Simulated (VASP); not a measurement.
A run of VASP 6.6.1:

INCAR

```
  ALGO = Normal
  DIPOL = 0.5 0.5 0.308
  EDIFF = 1E-7
  ENCUT = 520
  GGA = PE
  IDIPOL = 3
  ISIF = 2
  ISMEAR = 0
  LASPH = T
  LCHARG = T
  LDIPOL = T
  LELF = T
  LREAL = Auto
  LVACPOTAV = T
  LVHAR = T
  LWAVE = F
  NBANDS = 36
  NELM = 60
  PREC = Accurate
  SIGMA = 0.1
```

The input KPOINTS:

```
k-points
0
Gamma
  6 6 1
```

The input POSCAR:

```
Be16CO
1.0
    4.5254381410      0.0000000000      0.0000000000
   -2.2627190705      3.9191443934      0.0000000000
    0.0000000000      0.0000000000     23.4761687145
Be C O
16 1 1
Direct
    0.3333333333      0.1666666667      0.1703855535
    0.3333333333      0.6666666667      0.1703855535
    0.8333333333      0.1666666667      0.1703855535
    0.8333333333      0.6666666667      0.1703855535
    0.1666666667      0.3333333333      0.2463521558
    0.1666666667      0.8333333333      0.2463521558
    0.6666666667      0.3333333333      0.2463521558
    0.6666666667      0.8333333333      0.2463521558
    0.3333333333      0.1666666667      0.3241941575
    0.3333333333      0.6666666667      0.3241941575
    0.8333333333      0.1666666667      0.3241941575
    0.8333333333      0.6666666667      0.3241941575
    0.1666666667      0.3333333333      0.4036505628
    0.1666666667      0.8333333333      0.4036505628
    0.6666666667      0.3333333333      0.4036505628
    0.6666666667      0.8333333333      0.4036505628
    0.1666666667      0.3333333333      0.4641374343
    0.2406624093      0.2593375907      0.5069293175
```

Potentials or basis: VASP PAW PBE potentials, release 64 (Be, C, O).

The run is started by

```console
$ cat potpaw_PBE.64/Be/POTCAR potpaw_PBE.64/C/POTCAR potpaw_PBE.64/O/POTCAR > POTCAR
$ mpirun -np 1 vasp_std > vasp.out
```

Hardware: 1 thread of AMD EPYC 9R45 (Zen 5), with other jobs on the host.

**Question.** Estimate the wall time of this run.

**Answer.** Wall time 9.7 min on 1 thread of AMD EPYC 9R45 (Zen 5), with other jobs on the host, peak memory 0.51 GiB. Counts: scf iterations 28, k points 13.
